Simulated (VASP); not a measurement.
# ScAl3 (Pm-3m) in VASP: notebook

The runs below take ScAl3 through relaxation of cell and atoms, with LDA.

All numbers are computed with VASP 6.6.1; they aren't measurements. Logs are shortened: lines on timing, memory, paths and dates and some standing lists are left out, and cuts for length are marked.

## (1) The cell of the first run

Symmetry: Pm-3m, No. 221, cubic system. The conventional cell has a = 4.034 Å, b = 4.034 Å, c = 4.034 Å, α = 90.00°, β = 90.00°, γ = 90.00°. Sc (site symmetry m-3m) has 12 Al at 2.85 Å within 3.8 Å. Within 3.8 Å of Al (site symmetry 4/mmm) lie 4 Sc at 2.85 Å and 8 Al at 2.85 Å.

## (2) Relaxation of cell and atoms, LDA, target pressure 7 GPa, at which the enthalpy is minimised

Contents of INCAR:

```
SYSTEM = ScAl3
PREC = Accurate
ENCUT = 600
EDIFF = 1E-7
ISMEAR = -1
SIGMA = 0.15
LREAL = .False.
LASPH = .True.
NELM = 60
ALGO = Normal
ISIF = 3
LWAVE = .False.
LCHARG = .False.
IBRION = 2
NSW = 80
EDIFFG = -0.001
PSTRESS = 70.0
```

Contents of KPOINTS:

```
Automatic mesh
0
Gamma
  10 10 10
  0 0 0
```

Contents of POSCAR:

```
ScAl3
1.0
    4.0338543037      0.0000000000      0.0000000000
    0.0000000000      4.0338543037      0.0000000000
    0.0000000000      0.0000000000      4.0338543037
Sc Al
1 3
Direct
    0.0000000000      0.0000000000      0.0000000000
    0.5000000000      0.0000000000      0.5000000000
    0.0000000000      0.5000000000      0.5000000000
    0.5000000000      0.5000000000      0.0000000000
```

Potentials or basis: VASP PAW LDA potentials, release 64 (Sc_sv, Al).

Started as:

```
cat potpaw_LDA.64/Sc_sv/POTCAR potpaw_LDA.64/Al/POTCAR > POTCAR
mpirun -np 1 vasp_std > vasp.out
```

OUTCAR:

```text
SYSTEM = ScAl3
   PREC = Accurate
   ENCUT = 600
   EDIFF = 1E-7
   ISMEAR = -1
   LREAL = .False.
   LASPH = .True.
   NELM = 60
   ISIF = 3
   IBRION = 2
   NSW = 80
   EDIFFG = -0.001
   PSTRESS = 70.0

 ion  position               nearest neighbor table
   1  0.000  0.000  0.000-   2 2.85   3 2.85   4 2.85   2 2.85   3 2.85   3 2.85   4 2.85   3 2.85
                             2 2.85   4 2.85   2 2.85   4 2.85
   2  0.500  0.000  0.500-   1 2.85   3 2.85   4 2.85   1 2.85   4 2.85   3 2.85   4 2.85   4 2.85
                             1 2.85   3 2.85   1 2.85   3 2.85
   3  0.000  0.500  0.500-   1 2.85   2 2.85   4 2.85   1 2.85   4 2.85   1 2.85   2 2.85   1 2.85
                             2 2.85   4 2.85   4 2.85   2 2.85
   4  0.500  0.500  0.000-   1 2.85   2 2.85   3 2.85   2 2.85   3 2.85   1 2.85   2 2.85   2 2.85
                             1 2.85   3 2.85   3 2.85   1 2.85

  LATTYP: Found a simple cubic cell.
 ALAT       =     4.0338543037

  Lattice vectors:

 A1 = (   4.0338543037,   0.0000000000,   0.0000000000)
 A2 = (   0.0000000000,   4.0338543037,   0.0000000000)
 A3 = (   0.0000000000,   0.0000000000,   4.0338543037)

Analysis of symmetry for initial positions (statically):
=====================================================================
 Subroutine PRICEL returns:
 Original cell was already a primitive cell.

 Routine SETGRP: Setting up the symmetry group for a
 simple cubic supercell.

 Subroutine GETGRP returns: Found 48 space group operations
 (whereof 48 operations were pure point group operations)
 out of a pool of 48 trial point group operations.

The static configuration has the point symmetry O_h .

Analysis of symmetry for dynamics (positions and initial velocities):
=====================================================================
 Subroutine PRICEL returns:
 Original cell was already a primitive cell.

 Routine SETGRP: Setting up the symmetry group for a
 simple cubic supercell.

 Subroutine GETGRP returns: Found 48 space group operations
 (whereof 48 operations were pure point group operations)
 out of a pool of 48 trial point group operations.

The dynamic configuration has the point symmetry O_h .

 Subroutine INISYM returns: Found 48 space group operations
 (whereof 48 operations are pure point group operations),
 and found     1 'primitive' translations

[... 115 lines left out ...]
   IALGO  =     38    algorithm
   IMIX   =      4    mixing-type and parameters
     AMIX     =   0.40;   BMIX     =  1.00
     AMIX_MAG =   1.60;   BMIX_MAG =  1.00
  volume/ion in A,a.u.               =      16.41       110.74
  Fermi-wavevector in a.u.,A,eV,Ry     =   1.101619  2.081757 16.511536  1.213564
  Thomas-Fermi vector in A             =   2.238049
   LORBIT       =      0    0 simple, 1 ext, 2 COOP (PROOUT), +10 PAW based schemes
   GGA     = CA    functional components
   LHFCALC =     F    Hartree Fock is set to
   AEXX    =    0.0000 exact exchange contribution
   IVDW    =     0    specifies the selected vdW correction
   LEPSILON=     F    determine dielectric tensor
   LRPA    =     F    only Hartree local field effects (RPA)
 conjugate gradient relaxation of ions
 non-spin polarized calculation
  energy-cutoff  :      600.00
  volume of cell :       65.64
 maximum number of plane-waves:      2272
   NGX = 17   NGY = 17   NGZ = 17

--------------------------------------- Ionic step        1  -------------------------------------------

 number of electron      20.0000006 magnetization

 Free energy of the ion-electron system (eV)
  ---------------------------------------------------
  ext. energy  EPLUGINS =         0.00000000
  ---------------------------------------------------
  free energy    TOTEN  =       -21.33680619 eV

  energy without entropy =      -21.23992142  energy(sigma->0) =      -21.28836381

------------------------ aborting loop because EDIFF is reached ----------------------------------------

  FORCE on cell =-STRESS in cart. coord.  units (eV):
  Direction    XX          YY          ZZ          XY          YZ          ZX
  --------------------------------------------------------------------------------------
  -------------------------------------------------------------------------------------
  Total        0.0735566      0.0735566      0.0735566      0.0000000      0.0000000      0.0000000
  in kB        1.7954421      1.7954421      1.7954421      0.0000000      0.0000000      0.0000000
  external PRESSURE =     -68.2045579 kB  Pullay stress =      70.0000000 kB
[... 187 lines left out ...]
--------------------------------------- Ionic step        6  -------------------------------------------

 number of electron      19.9999998 magnetization

 Free energy of the ion-electron system (eV)
  ---------------------------------------------------
  ext. energy  EPLUGINS =         0.00000000
  ---------------------------------------------------
  free energy    TOTEN  =       -21.25238000 eV

  energy without entropy =      -21.16273397  energy(sigma->0) =      -21.20755698

 E-fermi :   8.0029     XC(G=0): -11.0157

 val. band max:        8.0017250365   @ k =   0.3000   0.0000   0.0000
 cond. band min:       8.0402738868   @ k =   0.5000   0.1000   0.1000
 fundamental gap:      0.0385488503
 Fermi energy:         8.0028697432

 k-point     1 :       0.0000    0.0000    0.0000
  band No.  band energies     occupation
      1     -40.0352      2.00000
      2     -19.1262      2.00000
      3     -19.1262      2.00000
      4     -19.1262      2.00000
      5      -2.5153      2.00000
      6       5.2347      2.00000
      7       5.2347      2.00000
      8       6.1938      1.99999
      9       6.1938      1.99999
     10       6.1938      1.99999
     11       9.2888      0.00038
     12       9.3211      0.00031
     13       9.3211      0.00031
     14       9.3211      0.00031
[... 377 lines left out ...]
      1     -40.0331      2.00000
      2     -19.1608      2.00000
      3     -19.1284      2.00000
      4     -19.1277      2.00000
      5      -1.4502      2.00000
      6       2.2737      2.00000
      7       4.9487      2.00000
      8       5.5440      2.00000
      9       6.6681      1.99973
     10       8.2283      0.36401
     11       8.6538      0.02575
     12       9.1993      0.00069
     13      10.0921      0.00000
     14      11.1121      0.00000

 [... further k-points ...]

------------------------ aborting loop because EDIFF is reached ----------------------------------------

  FORCE on cell =-STRESS in cart. coord.  units (eV):
  Direction    XX          YY          ZZ          XY          YZ          ZX
  --------------------------------------------------------------------------------------
  -------------------------------------------------------------------------------------
  Total        2.6962041      2.6962041      2.6962041     -0.0000000     -0.0000000      0.0000000
  in kB       70.0359221     70.0359221     70.0359221     -0.0000000     -0.0000000      0.0000000
  external PRESSURE =       0.0359221 kB  Pullay stress =      70.0000000 kB
[... 23 lines left out ...]
  energy  without entropy=      -21.1627339716  energy(sigma->0) =      -21.20755698

  enthalpy is  TOTEN    =       -18.5575588230 eV   P V=        2.6948211721

 reached required accuracy - stopping structural energy minimisation
```

OSZICAR:

```text
N       E                     dE             d eps       ncg     rms          rms(c)
DAV:   1     0.129224160392E+03    0.12922E+03   -0.91526E+03  1576   0.146E+03
DAV:   2    -0.134016289065E+02   -0.14263E+03   -0.14080E+03  1636   0.391E+02
DAV:   3    -0.221712346081E+02   -0.87696E+01   -0.84422E+01  2560   0.803E+01
[... 49 lines left out ...]
DAV:   1    -0.212524401834E+02    0.17980E-02   -0.16988E-03  1862   0.716E-01    0.672E-02
DAV:   2    -0.212523851347E+02    0.55049E-04   -0.35537E-04  2338   0.295E-01    0.115E-02
DAV:   3    -0.212523812936E+02    0.38411E-05   -0.11206E-05  2490   0.288E-02    0.711E-03
DAV:   4    -0.212523800156E+02    0.12780E-05   -0.31475E-06  2108   0.203E-02    0.317E-03
DAV:   5    -0.212523799951E+02    0.20543E-07   -0.17980E-07  1214   0.520E-03
   6 F= -.18557559E+02 E0= -.18512736E+02  d E =-.273190E-04
```

It took 3.9 min on 1 thread of Oxide Virtual Turin-like, shared host; peak memory 0.17 GiB.

What came out:

```yaml
Free_energy: -21.2524 eV
Relaxed_volume: 15.42 Å³/atom
Relaxed_cell: a = 3.951 Å, b = 3.951 Å, c = 3.951 Å, α = 90.00°, β = 90.00°, γ = 90.00°
Space_group_after_relaxing_to_0.05_Å: Pm-3m (No. 221)
Energy_change_on_relaxing_the_enthalpy_is_what_falls: +21.1 meV/atom
Ionic_steps: 6
Pressure_after_relaxing: 7.0 GPa
Band_gap_on_the_k_mesh: zero (band 10 reaches 9.20 eV, above the bottom of band 11 at 5.03 eV)
```

Step by step:
```tsv
step	energy change (eV)	largest force (eV/Å)	pressure (GPa)	volume (Å³)
1	0.0000	0.0000	0.18	65.64
2	0.2319	0.0000	12.42	59.22
3	0.0839	0.0000	6.97	61.69
4	0.0873	0.0000	7.14	61.61
5	0.0826	0.0000	6.92	61.72
6	0.0844	0.0000	7.00	61.68
```

Final structure:
```cif
data_structure
_symmetry_space_group_name_H-M 'P 1'
_symmetry_Int_Tables_number 1
_cell_length_a 3.9511
_cell_length_b 3.9511
_cell_length_c 3.9511
_cell_angle_alpha 90.000
_cell_angle_beta 90.000
_cell_angle_gamma 90.000
_cell_volume 61.68
loop_
_atom_site_label
_atom_site_type_symbol
_atom_site_fract_x
_atom_site_fract_y
_atom_site_fract_z
_atom_site_occupancy
Sc1 Sc 0.00000 0.00000 0.00000 1
Al1 Al 0.50000 0.00000 0.50000 1
Al2 Al 0.00000 0.50000 0.50000 1
Al3 Al 0.50000 0.50000 0.00000 1
```

Levels at points of the mesh, in eV from the Fermi level:
| k point | band 6 | band 7 | band 8 | band 9 | band 10 | band 11 | band 12 | band 13 | band 14 |
| --- | --- | --- | --- | --- | --- | --- | --- | --- | --- |
| (0.00, 0.00, 0.00) | -2.77 | -2.77 | -1.81 | -1.81 | -1.81 | 1.29 | 1.32 | 1.32 | 1.32 |
| (0.50, 0.00, 0.00) | -7.63 | -1.87 | -1.87 | -1.69 | 1.20 | 1.20 | 1.39 | 1.42 | 1.71 |
| (0.50, 0.50, 0.00) | -5.74 | -5.74 | -4.56 | -0.62 | -0.62 | 1.25 | 1.47 | 2.25 | 2.70 |
| (0.50, 0.50, 0.50) | -4.97 | -4.97 | -4.80 | -2.97 | -2.97 | -2.97 | 1.23 | 2.81 | 2.81 |

Caveat: the cell is relaxed towards a set pressure, so the enthalpy falls and the energy may rise.

(Part 1 of 2 ends here.)
